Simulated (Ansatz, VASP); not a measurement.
PbI2 in VASP and in Ansatz

Contents of INCAR:

```
SYSTEM = PbI2
ALGO = Normal ; EDIFF = 1E-6
ENCUT = 500 ; GGA = PS
GGA_COMPAT = .FALSE. ; ISIF = 2
ISMEAR = 0 ; LASPH = .TRUE.
LCHARG = .FALSE. ; LREAL = .FALSE.
LWAVE = .FALSE. ; NBANDS = 21
NELM = 120 ; PREC = Accurate
SIGMA = 0.01
```

The input KPOINTS:

```
k-points
0
G
  6 6 4
  0 0 0
```

The input POSCAR:

```
PbI2
1.0
    4.5657260587      0.0000000000      0.0000000000
   -2.2828630293      3.9540347535      0.0000000000
    0.0000000000      0.0000000000      7.0410820790
Pb I
1 2
Direct
    0.0000000000      0.0000000000      0.0000000000
    0.3333333333      0.6666666667      0.2667794131
    0.6666666667      0.3333333333      0.7332205869
```

Input for Ansatz:

```yaml
crystal:
  lattice:
    - [4.5657260587, 0.0, 0.0]
    - [-2.2828630293, 3.9540347535, 0.0]
    - [0.0, 0.0, 7.041082079]
  atoms:
    - { symbol: Pb, position: [0.0, 0.0, 0.0] }
    - { symbol: I, position: [0.3333333333, 0.6666666667, 0.2667794131] }
    - { symbol: I, position: [0.6666666667, 0.3333333333, 0.7332205869] }
kpoints:
  mp_grid: { grid: [6, 6, 4] }
hamiltonian:
  xc: pbesol
scf:
  occupations: { method: fixed }
  n_extra_bands: 4
output:
  forces: true
  stress: true
  eigenvalues: true
```

Alike in both runs: task single point; functional PBEsol; k mesh 6 × 6 × 4; no spin polarisation.

|  | VASP | Ansatz |
| --- | --- | --- |
| version | VASP 6.6.1 | Ansatz 0.2.0 |
| potentials or method | VASP PAW PBE potentials, release 64 (Pb_d, I) | plane waves |
| plane-wave cutoff (eV) | 500 | 420 |
| occupations | gaussian, width 0.01 eV | fixed |
| valence electrons in the cell | 28 | 48 |

```tsv
	VASP	Ansatz	Ansatz less VASP
gap on the k mesh at the Fermi level (eV)	2.13	2.13	+0.002
pressure (GPa)	-0.5	-0.5	0.00
rms of the force components (eV/Å)	0.052	0.052	+0.0009
```

VASP's potentials were made for PBE, not for PBEsol. Atom by atom the forces differ by 0.001 eV/Å (rms over components). VASP's potentials hold 28 valence electrons a cell and Ansatz's 48, so a difference there can come from the potentials and not from the codes.

Neither program's run includes spin-orbit coupling.
